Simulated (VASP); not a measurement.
Crystal: Nb.

```
Nb
1.0
     2.64347    0.00000    0.00000
     0.00000    2.64347    0.00000
     0.00000    0.00000    2.64347
Nb
1
Direct
  0.00000 0.00000 0.00000
```

| Item | Value |
| --- | --- |
| Program | VASP 6.6.1 |
| Task | relaxation of cell and atoms |
| Functional | LDA |
| Potentials or basis | VASP PAW LDA potentials, release 64 (Nb_sv) |
| Cutoff | 600 eV |
| k mesh | 14 × 14 × 14 |
| Occupations | fermi-dirac, width 0.05 eV |
| Spin | no spin polarisation |

At the start: pressure 3.0 GPa; volume 18.47 Å³/atom.

Q: Where does the relaxation end?

A: Over 3 steps the energy falls by 3.2 meV/atom and the volume is 18.83 Å³/atom (+1.9 %); space group Pm-3m (No. 221, to 0.05 Å).

Step by step:
```tsv
step	energy change (eV)	largest force (eV/Å)	pressure (GPa)	volume (Å³)
1	0.0000	0.0000	2.98	18.47
2	0.0047	0.0000	-4.28	19.40
3	-0.0032	0.0000	-0.02	18.83
```

Final structure:
```
CELL_PARAMETERS angstrom
2.66041 0.00000 0.00000
0.00000 2.66041 0.00000
0.00000 0.00000 2.66041
ATOMIC_POSITIONS crystal
Nb 0.00000 0.00000 0.00000
```
